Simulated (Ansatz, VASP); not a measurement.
# CdS: VASP beside Ansatz

Contents of INCAR:

```
SYSTEM = CdS
PREC = Accurate
ENCUT = 500
EDIFF = 1E-6
ISMEAR = 0
SIGMA = 0.02
LREAL = .FALSE.
LASPH = .TRUE.
NELM = 120
ALGO = Normal
ISIF = 2
LWAVE = .FALSE.
LCHARG = .TRUE.
LELF = .TRUE.
LVHAR = .TRUE.
NBANDS = 16
GGA_COMPAT = .FALSE.
```

KPOINTS

```
regular mesh
0
G
  8 8 8
  0 0 0
```

The input POSCAR:

```
CdS
1.0
    0.0000000000      2.8782715545      2.8782715545
    2.8782715545      0.0000000000      2.8782715545
    2.8782715545      2.8782715545      0.0000000000
Cd S
1 1
Direct
    0.0000000000      0.0000000000      0.0000000000
    0.2500000000      0.2500000000      0.2500000000
```

Input for Ansatz:

```yaml
crystal:
  lattice:
    - [0.0, 2.8782715545, 2.8782715545]
    - [2.8782715545, 0.0, 2.8782715545]
    - [2.8782715545, 2.8782715545, 0.0]
  atoms:
    - { symbol: Cd, position: [0.0, 0.0, 0.0] }
    - { symbol: S, position: [0.25, 0.25, 0.25] }
basis:
  ecutwfc: 420
kpoints:
  mp_grid: { grid: [8, 8, 8] }
  band_path:
    path:
      - [[0.0, 0.0, 0.0], [-0.5, -0.5, 0.0], [-0.375, -0.375, 0.25]]
      - [[-0.375, 0.0, 0.375], [0.0, 0.0, 0.0], [0.0, 0.0, 0.5], [-0.5, -0.25, 0.25], [-0.5, -0.5, 0.0]]
    npoints: 10
hamiltonian:
  xc: lda
scf:
  occupations: { method: gaussian, width: 0.02 }
  n_extra_bands: 7
output:
  forces: true
  stress: true
  eigenvalues: true
```

Alike in both runs: task single point; functional LDA; k mesh 8 × 8 × 8; occupations gaussian, width 0.02 eV; no spin polarisation.

|  | VASP | Ansatz |
| --- | --- | --- |
| version | VASP 6.6.1 | Ansatz 0.2.0 |
| potentials or method | VASP PAW LDA potentials, release 64 (Cd, S), cutoff 500 eV | scalar-relativistic, plane waves, PAW |
| valence electrons in the cell | 18 | 26 |

```csv
,VASP,Ansatz,Ansatz less VASP
gap on the k mesh at the Fermi level (eV),0.98,0.95,-0.030
least direct gap on the mesh (eV),0.98,0.95,-0.030
pressure (GPa),0.5,0.0,-0.55
```

LDA's correlation is that of Perdew and Zunger in VASP and of Perdew and Wang (1992) in Ansatz. VASP's potentials hold 18 valence electrons a cell and Ansatz's 26, so a difference there can come from the potentials and not from the codes.
